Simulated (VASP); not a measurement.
# GaCo: single point with PBE

The system is GaCo.

```
Ga Co
1.0
     2.92828    0.00000    0.00000
     0.00000    2.92828    0.00000
     0.00000    0.00000    2.92828
Ga Co
1 1
Direct
  0.50000 0.50000 0.50000
  0.00000 0.00000 0.00000
```

```yaml
Program: VASP 6.6.1
Task: single point
Functional: PBE
Potentials_or_basis: VASP PAW PBE potentials, release 64 (Ga_d, Co)
Cutoff: 520 eV
k_mesh: 8 × 8 × 8
Occupations: fermi-dirac, width 0.1 eV
Spin: collinear spin, ferromagnetic start
Starting_moments: "[0.0, 1.8] μB"
```

```yaml
Pressure: -7.1 GPa
Net_moment: 0.14 μB per cell
Site_moments: Ga -0.01; Co +0.16 μB
Valence_electrons_inside_the_program's_atomic_spheres: Ga 11.71; Co 8.26
```

Levels at points of the mesh, in eV from the Fermi level:
Spin up:
```csv
k point,band 8,band 9,band 10,band 11,band 12,band 13,band 14,band 15
"(0.00, 0.00, 0.00)",-2.43,-0.69,-0.69,-0.69,5.07,5.07,5.07,10.73
"(0.50, 0.00, 0.00)",-2.20,-1.62,-1.62,-0.68,0.01,10.19,10.19,11.43
"(0.50, 0.50, 0.00)",-2.90,-2.36,-1.15,-1.15,-0.32,2.01,2.94,11.09
"(0.50, 0.50, 0.50)",-3.80,-0.29,-0.29,0.37,3.80,3.80,3.80,4.57
```
Spin down:
| k point | band 7 | band 8 | band 9 | band 10 | band 11 | band 12 | band 13 | band 14 | band 15 | band 16 |
| --- | --- | --- | --- | --- | --- | --- | --- | --- | --- | --- |
| (0.00, 0.00, 0.00) | -2.22 | -2.22 | -0.60 | -0.60 | -0.60 | 5.06 | 5.06 | 5.06 | 10.77 | 10.77 |
| (0.50, 0.00, 0.00) | -6.51 | -1.98 | -1.54 | -1.54 | -0.59 | 0.26 | 10.19 | 10.19 | 11.40 | 12.25 |
| (0.50, 0.50, 0.00) | -2.92 | -2.92 | -2.19 | -1.06 | -1.06 | -0.05 | 2.08 | 3.05 | 11.07 | 14.82 |
| (0.50, 0.50, 0.50) | -3.76 | -3.76 | -0.01 | -0.01 | 0.36 | 3.79 | 3.79 | 3.79 | 4.61 | 4.61 |

Wall time 70 s on 1 thread of AMD EPYC 7R13, on a shared host, peak memory 0.14 GiB.

Caveat: the cell stands under tension.
